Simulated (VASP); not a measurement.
Set up this calculation in VASP 6.6.1, as the native input.

```yaml
Task: single point
Functional: PBE
Potentials_or_basis: VASP PAW PBE potentials, release 64 (C, Sn_d)
Cutoff: 520 eV
k_mesh: 8 × 8 × 4
Occupations: gaussian, width 0.01 eV
Spin: no spin polarisation
Dipole_correction: no
Further_INCAR_settings: ALGO = Normal; EDIFF = 1e-06; NBANDS = 21
```

The structure of SnC3 lies in POSCAR:

```
SnC3
1.0
    3.0141283133      0.0000000000      0.0000000000
    0.0000000000      3.0141283133      0.0000000000
    0.0000000000      0.0000000000      4.7176891795
C Sn
3 1
Direct
    0.5000000000      0.0000000000      0.8227196820
    0.5000000000      0.5000000000      0.0000000000
    0.0000000000      0.5000000000      0.1772803180
    0.0000000000      0.0000000000      0.5000000000
```

This cell differs from its parent crystal: volume changed by +3%.

One way to write it, as run:

INCAR

```
PREC = Accurate
ENCUT = 520
EDIFF = 1E-6
ISMEAR = 0
SIGMA = 0.01
LREAL = F
LASPH = T
NELM = 60
ALGO = Normal
ISIF = 2
LWAVE = F
LCHARG = F
GGA = PE
NBANDS = 21
```

KPOINTS

```
regular mesh
0
Gamma
  8 8 4
```

Potentials or basis: VASP PAW PBE potentials, release 64 (C, Sn_d).

The run is started by

```console
$ cat potpaw_PBE.64/C/POTCAR potpaw_PBE.64/Sn_d/POTCAR > POTCAR
$ mpirun -np 1 vasp_std > vasp.out
```

It gave:

| Property | Result |
| --- | --- |
| Pressure | -5.7 GPa |
| Largest force | 0.144 eV/Å |
| Band gap on the k mesh | 0.12 eV, indirect (least direct gap 0.54 eV) |

Caveat: spin-orbit coupling is left out, which moves the levels of the heavy elements.

It took 12 s on 1 thread of Intel(R) Xeon(R) 6975P-C (Granite Rapids), with other jobs on the host, peak memory 0.17 GiB.
